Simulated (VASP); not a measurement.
# GaP (F-43m) in VASP: notebook

GaP is run at these levels: revPBE, LDA, BLYP, PBE, RPBE; tasks: single point.

Program: VASP 6.6.1. These are calculated values, not measurements. Logs are shortened: lines on timing, memory, paths and dates and some standing lists are left out, and cuts for length are marked.

### 1 The cell of the first run

Symmetry: F-43m, No. 216, cubic system. The conventional cell has a = 5.451 Å, b = 5.451 Å, c = 5.451 Å, α = 90.00°, β = 90.00°, γ = 90.00°. Ga (site symmetry -43m) has 4 P at 2.36 Å within 3.1 Å. P (site symmetry -43m) has 4 Ga at 2.36 Å within 3.1 Å.

### 2 Single point, revPBE

Input file INCAR:

```
SYSTEM = GaP
ALGO = Normal ; EDIFF = 1E-6
ENCUT = 500 ; GGA = RE
GGA_COMPAT = .False. ; ISIF = 2
ISMEAR = 0 ; LASPH = .True.
LCHARG = .False. ; LREAL = .False.
LWAVE = .False. ; NBANDS = 16
NELM = 120 ; PREC = Accurate
SIGMA = 0.01
```

Input file KPOINTS:

```
k-points
0
Gamma
  7 7 7
  0 0 0
```

Input file POSCAR:

```
GaP
1.0
    0.0000000000      2.7252500000      2.7252500000
    2.7252500000      0.0000000000      2.7252500000
    2.7252500000      2.7252500000      0.0000000000
Ga P
1 1
Direct
    0.0000000000      0.0000000000      0.0000000000
    0.7500000000      0.7500000000      0.7500000000
```

Potentials or basis: VASP PAW PBE potentials, release 64 (Ga_d, P).

On the command line:

```console
cat potpaw_PBE.64/Ga_d/POTCAR potpaw_PBE.64/P/POTCAR > POTCAR
mpirun -np 1 vasp_std > vasp.out
```

OUTCAR:

```text
SYSTEM = GaP
   EDIFF = 1E-6
   ENCUT = 500
   GGA = RE
   ISIF = 2
   ISMEAR = 0
   LASPH = .True.
   LREAL = .False.
   NELM = 120
   PREC = Accurate

 ion  position               nearest neighbor table
   1  0.000  0.000  0.000-   2 2.36   2 2.36   2 2.36   2 2.36
   2  0.750  0.750  0.750-   1 2.36   1 2.36   1 2.36   1 2.36

  LATTYP: Found a face centered cubic cell.
 ALAT       =     5.4505000000

  Lattice vectors:

 A1 = (   0.0000000000,   2.7252500000,   2.7252500000)
 A2 = (   2.7252500000,   0.0000000000,   2.7252500000)
 A3 = (   2.7252500000,   2.7252500000,   0.0000000000)

Analysis of symmetry for initial positions (statically):
=====================================================================
 Subroutine PRICEL returns:
 Original cell was already a primitive cell.

 Routine SETGRP: Setting up the symmetry group for a
 face centered cubic supercell.

 Subroutine GETGRP returns: Found 24 space group operations
 (whereof 24 operations were pure point group operations)
 out of a pool of 48 trial point group operations.

The static configuration has the point symmetry T_d .

Analysis of symmetry for dynamics (positions and initial velocities):
=====================================================================
 Subroutine PRICEL returns:
 Original cell was already a primitive cell.

 Routine SETGRP: Setting up the symmetry group for a
 face centered cubic supercell.

 Subroutine GETGRP returns: Found 24 space group operations
 (whereof 24 operations were pure point group operations)
 out of a pool of 48 trial point group operations.

The dynamic configuration has the point symmetry T_d .

 Subroutine INISYM returns: Found 24 space group operations
 (whereof 24 operations are pure point group operations),
 and found     1 'primitive' translations

----------------------------------------------------------------------------------------

                                     Primitive cell

  volume of cell :      40.4808

  direct lattice vectors                    reciprocal lattice vectors
     0.000000000  2.725250000  2.725250000    -0.183469406  0.183469406  0.183469406
     2.725250000  0.000000000  2.725250000     0.183469406 -0.183469406  0.183469406
     2.725250000  2.725250000  0.000000000     0.183469406  0.183469406 -0.183469406

  length of vectors
     3.854085511  3.854085511  3.854085511     0.317778334  0.317778334  0.317778334

  position of ions in fractional coordinates (direct lattice)
     0.000000000  0.000000000  0.000000000
     0.750000000  0.750000000  0.750000000

  ion indices of the primitive-cell ions
   primitive index   ion index
                 1           1
                 2           2

----------------------------------------------------------------------------------------

 KPOINTS: k-points

Automatic generation of k-mesh.
 Grid dimensions read from file:
 generate k-points for:    7    7    7

 Generating k-lattice:

  Cartesian coordinates                     Fractional coordinates (reciprocal lattice)
    -0.026209915  0.026209915  0.026209915     0.142857143  0.000000000  0.000000000
     0.026209915 -0.026209915  0.026209915     0.000000000  0.142857143  0.000000000
     0.026209915  0.026209915 -0.026209915     0.000000000  0.000000000  0.142857143

  Length of vectors
     0.045396905  0.045396905  0.045396905

  Shift w.r.t. Gamma in fractional coordinates (k-lattice)
     0.000000000  0.000000000  0.000000000

 Subroutine IBZKPT returns following result:
 ===========================================

 Found     20 irreducible k-points:

 Following reciprocal coordinates:
            Coordinates               Weight
  0.000000  0.000000  0.000000      1.000000
  0.142857  0.000000  0.000000      8.000000
  0.285714  0.000000  0.000000      8.000000
  0.428571  0.000000  0.000000      8.000000
  0.142857  0.142857  0.000000      6.000000
  0.285714  0.142857  0.000000     24.000000
[... 12 lines left out ...]
 -0.428571  0.428571  0.142857     24.000000
 -0.285714  0.428571  0.142857     24.000000
   k-points           NKPTS =     20   k-points in BZ     NKDIM =     20   number of bands    NBANDS=     16
   number of dos      NEDOS =    301   number of ions     NIONS =      2
   total plane-waves  NPLWV =  21952
   dimension x,y,z NGX =    28 NGY =   28 NGZ =   28
   dimension x,y,z NGXF=    56 NGYF=   56 NGZF=   56
   ions per type =               1   1
   NGX,Y,Z   is equivalent  to a cutoff of  12.08, 12.08, 12.08 a.u.
   NGXF,Y,Z  is equivalent  to a cutoff of  24.16, 24.16, 24.16 a.u.
 SYSTEM =  GaP
   PREC   = accura    normal or accurate (medium, high low for compatibility)
   ISTART =      0    job   : 0-new  1-cont  2-samecut
   ICHARG =      2    charge: 1-file 2-atom 10-const
   ISPIN  =      1    spin polarized calculation?
   LNONCOLLINEAR =      F non collinear calculations
   LSORBIT =      F    spin-orbit coupling
   LASPH  =      T    aspherical Exc in radial PAW
   ENCUT  =  500.0 eV  36.75 Ry    6.06 a.u.   7.03  7.03  7.03*2*pi/ulx,y,z
   NELM   =    120;   NELMIN=  2; NELMDL= -5     # of ELM steps
   EDIFF  = 0.1E-05   stopping-criterion for ELM
   LREAL  =      F    real-space projection
   EDIFFG = 0.1E-04   stopping-criterion for IOM
   NSW    =      0    number of steps for IOM
   IBRION =     -1    ionic relax: 0-MD 1-quasi-New 2-CG
   NFREE  =      0    steps in history (QN), initial steepest desc. (CG)
   ISIF   =      2    stress and relaxation
   ISYM   =      2    0-nonsym 1-usesym 2-fastsym
   POTIM  = 0.5000    time-step for ionic-motion
   TEBEG  =    0.0;   TEEND  =   0.0 temperature during run
   PSTRESS=    0.0 pullay stress
   NELECT =      18.0000    total number of electrons
   NUPDOWN=      -1.0000    fix difference up-down
   EMIN   =  10.00;   EMAX   =-10.00  energy-range for DOS
   EFERMI =   0.00;   METHOD = LEGACY
   ISMEAR =     0;   SIGMA  =   0.01  broadening in eV -4-tet -1-fermi 0-gaus
   EFERMI_NEDOS =   21; number of points for ismear=-14 and -15
   IALGO  =     38    algorithm
   IMIX   =      4    mixing-type and parameters
     AMIX     =   0.40;   BMIX     =  1.00
     AMIX_MAG =   1.60;   BMIX_MAG =  1.00
  volume/ion in A,a.u.               =      20.24       136.59
  Fermi-wavevector in a.u.,A,eV,Ry     =   1.249538  2.361284 21.243377  1.561344
  Thomas-Fermi vector in A             =   2.383574
   LORBIT       =      0    0 simple, 1 ext, 2 COOP (PROOUT), +10 PAW based schemes
   GGA     = RE    functional components
   LHFCALC =     F    Hartree Fock is set to
   AEXX    =    0.0000 exact exchange contribution
   IVDW    =     0    specifies the selected vdW correction
   LEPSILON=     F    determine dielectric tensor
   LRPA    =     F    only Hartree local field effects (RPA)
 non-spin polarized calculation
 Gauss-broadening in eV      SIGMA  =   0.01
  energy-cutoff  :      500.00
  volume of cell :       40.48
 maximum number of plane-waves:      1040
   NGX = 13   NGY = 13   NGZ = 13

 number of electron      18.0000016 magnetization

 Free energy of the ion-electron system (eV)
  ---------------------------------------------------
  ext. energy  EPLUGINS =         0.00000000
  ---------------------------------------------------
  free energy    TOTEN  =        -8.52573786 eV

  energy without entropy =       -8.52573786  energy(sigma->0) =       -8.52573786

 E-fermi :   4.7950     XC(G=0):  -9.7088

 val. band max:        4.7216807623   @ k =   0.0000   0.0000   0.0000
 cond. band min:       6.3770359005   @ k =   0.4286   0.4286   0.0000
 fundamental gap:      1.6553551382
 Fermi energy:         4.7949863308

 k-point     1 :       0.0000    0.0000    0.0000
  band No.  band energies     occupation
      1      -9.8238      2.00000
      2      -9.8238      2.00000
      3      -9.8238      2.00000
      4      -9.7242      2.00000
      5      -9.7242      2.00000
      6      -7.7483      2.00000
[... 8 lines left out ...]
     15      14.4770      0.00000
     16      14.4770      0.00000

 k-point     2 :       0.1429    0.0000    0.0000
  band No.  band energies     occupation
      1      -9.8412      2.00000
      2      -9.8178      2.00000
      3      -9.8178      2.00000
      4      -9.7242      2.00000
      5      -9.7242      2.00000
      6      -7.4854      2.00000
[... 8 lines left out ...]
     15      13.7841      0.00000
     16      14.7452      0.00000

 k-point     3 :       0.2857    0.0000    0.0000
  band No.  band energies     occupation
      1      -9.8763      2.00000
      2      -9.8064      2.00000
      3      -9.8064      2.00000
      4      -9.7220      2.00000
      5      -9.7220      2.00000
      6      -6.7574      2.00000
[... 8 lines left out ...]
     15      13.9151      0.00000
     16      14.6335      0.00000

 k-point     4 :       0.4286    0.0000    0.0000
  band No.  band energies     occupation
      1      -9.9016      2.00000
      2      -9.7998      2.00000
      3      -9.7998      2.00000
      4      -9.7177      2.00000
      5      -9.7177      2.00000
      6      -5.8732      2.00000
[... 8 lines left out ...]
     15      15.6801      0.00000
     16      15.6801      0.00000
[... 248 lines left out ...]
 k-point    18 :      -0.4286    0.2857    0.1429
  band No.  band energies     occupation
      1      -9.9124      2.00000
      2      -9.7913      2.00000
      3      -9.7779      2.00000
      4      -9.7331      2.00000
      5      -9.7159      2.00000
      6      -5.3402      2.00000
[... 8 lines left out ...]
     15      16.2204      0.00000
     16      17.9324      0.00000

 k-point    19 :      -0.4286    0.4286    0.1429
  band No.  band energies     occupation
      1      -9.9268      2.00000
      2      -9.7771      2.00000
      3      -9.7659      2.00000
      4      -9.7461      2.00000
      5      -9.7094      2.00000
      6      -4.9967      2.00000
[... 8 lines left out ...]
     15      17.0553      0.00000
     16      18.1955      0.00000

 k-point    20 :      -0.2857    0.4286    0.1429
  band No.  band energies     occupation
      1      -9.9212      2.00000
      2      -9.7852      2.00000
      3      -9.7665      2.00000
      4      -9.7388      2.00000
      5      -9.7153      2.00000
      6      -4.8117      2.00000
[... 8 lines left out ...]
     15      16.2482      0.00000
     16      18.8042      0.00000

------------------------ aborting loop because EDIFF is reached ----------------------------------------

  FORCE on cell =-STRESS in cart. coord.  units (eV):
  Direction    XX          YY          ZZ          XY          YZ          ZX
  --------------------------------------------------------------------------------------
  -------------------------------------------------------------------------------------
  Total        0.9783664      0.9783664      0.9783664     -0.0000000      0.0000000      0.0000000
  in kB       38.7224729     38.7224729     38.7224729     -0.0000000      0.0000000      0.0000000
  external PRESSURE =      38.7224729 kB  Pullay stress =       0.0000000 kB

 VOLUME and BASIS-vectors are now :
 -----------------------------------------------------------------------------
  energy-cutoff  :      500.00
  volume of cell :       40.48
      direct lattice vectors                 reciprocal lattice vectors
     0.000000000  2.725250000  2.725250000    -0.183469406  0.183469406  0.183469406
     2.725250000  0.000000000  2.725250000     0.183469406 -0.183469406  0.183469406
     2.725250000  2.725250000  0.000000000     0.183469406  0.183469406 -0.183469406

 POSITION                                       TOTAL-FORCE (eV/Angst)
 -----------------------------------------------------------------------------------
      0.00000      0.00000      0.00000         0.000000      0.000000      0.000000
      4.08788      4.08788      4.08788        -0.000000     -0.000000     -0.000000
 -----------------------------------------------------------------------------------
    total drift:                               -0.000001     -0.000001     -0.000001

  FREE ENERGIE OF THE ION-ELECTRON SYSTEM (eV)
  ---------------------------------------------------
  free  energy   TOTEN  =        -8.5257378605 eV

  energy  without entropy=       -8.5257378605  energy(sigma->0) =       -8.52573786
```

It took 5.5 s on 1 thread of Intel Xeon Platinum 8481C at 2.70GHz (Sapphire Rapids), shared host; peak memory 0.15 GiB.

Results:

```
Free energy            : -8.5257 eV
Pressure               : 3.9 GPa
Band gap on the k mesh : 1.66 eV (least direct gap 1.92 eV)
```

Levels at points of the mesh, in eV from the valence-band top:
```
           k point  band 5  band 6  band 7  band 8  band 9  band 10  band 11  band 12  band 13  band 14
(0.00, 0.00, 0.00)  -14.45  -12.47    0.00    0.00    0.00     1.92     3.91     3.91     3.91     8.97
```

Caveat: the cell stands under pressure; the PAW data sets were made with another functional, which shifts forces and pressure a little; an odd mesh through Γ misses points on the zone boundary, where band edges can lie. revPBE gaps usually lie below the measured ones, often by a third to a half.

### 3 Single point, LDA

Input file INCAR:

```
SYSTEM = GaP
  ALGO = Normal
  EDIFF = 1E-6
  ENCUT = 500
  GGA_COMPAT = .FALSE.
  ISIF = 2
  ISMEAR = 0
  LASPH = .TRUE.
  LCHARG = .FALSE.
  LREAL = .FALSE.
  LWAVE = .FALSE.
  NBANDS = 16
  NELM = 120
  PREC = Accurate
  SIGMA = 0.01
```

Input file KPOINTS:

```
k-points
0
G
  7 7 7
  0 0 0
```

POSCAR is that of step 2.

Potentials or basis: VASP PAW LDA potentials, release 64 (Ga_d, P).

On the command line:

```console
cat potpaw_LDA.64/Ga_d/POTCAR potpaw_LDA.64/P/POTCAR > POTCAR
mpirun -np 1 vasp_std > vasp.out
```

Run time: 4.7 s. Hardware: 1 thread of Intel Xeon Platinum 8481C at 2.70GHz (Sapphire Rapids), shared host; peak memory 0.14 GiB.

Results (log left out):

- Free energy: -10.4360 eV
- Pressure: -2.7 GPa
- Band gap on the k mesh: 1.44 eV (least direct gap 1.64 eV)

Levels at points of the mesh, in eV from the valence-band top:
```tsv
k point	band 5	band 6	band 7	band 8	band 9	band 10	band 11	band 12	band 13	band 14
(0.00, 0.00, 0.00)	-14.61	-12.51	0.00	0.00	0.00	1.64	3.79	3.79	3.79	8.49
```

Caveat: an odd mesh through Γ misses points on the zone boundary, where band edges can lie.

(Part 1 of 2 ends here.)
